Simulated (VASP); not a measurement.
Set up this calculation in VASP 6.6.1, as the native input.

| Item | Value |
| --- | --- |
| Task | single point |
| Functional | LDA |
| Potentials or basis | VASP PAW LDA potentials, release 64 (I) |
| Cutoff | 520 eV |
| k mesh | 7 × 7 × 3 |
| Occupations | fermi-dirac, width 0.05 eV |
| Spin | no spin polarisation |
| Dipole correction | no |
| Further INCAR settings | ALGO = Normal; EDIFF = 1e-06; NBANDS = 22 |

The structure of I lies in POSCAR:

```
I
1.0
    3.6350350000     -2.3950200000      0.0000000000
    3.6350350000      2.3950200000      0.0000000000
    0.0000000000      0.0000000000      9.7934400000
I
4
Direct
    0.6493000000      0.3507000000      0.3844000000
    0.1493000000      0.8507000000      0.1156000000
    0.3507000000      0.6493000000      0.6156000000
    0.8507000000      0.1493000000      0.8844000000
```

These files were run (other wordings do the same):

INCAR

```
SYSTEM = I
  ALGO = Normal
  EDIFF = 1E-6
  ENCUT = 520
  GGA = CA
  ISIF = 2
  ISMEAR = -1
  LASPH = .TRUE.
  LCHARG = .FALSE.
  LREAL = .FALSE.
  LWAVE = .FALSE.
  NBANDS = 22
  NELM = 100
  PREC = Accurate
  SIGMA = 0.05
```

KPOINTS

```
k-points
0
G
  7 7 3
  0 0 0
```

Potentials or basis: VASP PAW LDA potentials, release 64 (I).

The run is started by

```sh
$ cat potpaw_LDA.64/I/POTCAR > POTCAR
$ mpirun -np 1 vasp_std > vasp.out
```

Results of the run:

```yaml
Pressure: -0.9 GPa
Largest_force: 0.727 eV/Å
Band_gap_on_the_k_mesh: 1.24 eV (least direct gap 1.31 eV)
```

Caveat: spin-orbit coupling is left out, which moves the levels of the heavy elements.

Run time: 50 s on 1 thread of Intel(R) Xeon(R) 6975P-C (Granite Rapids), with other jobs on the host, peak memory 0.25 GiB.
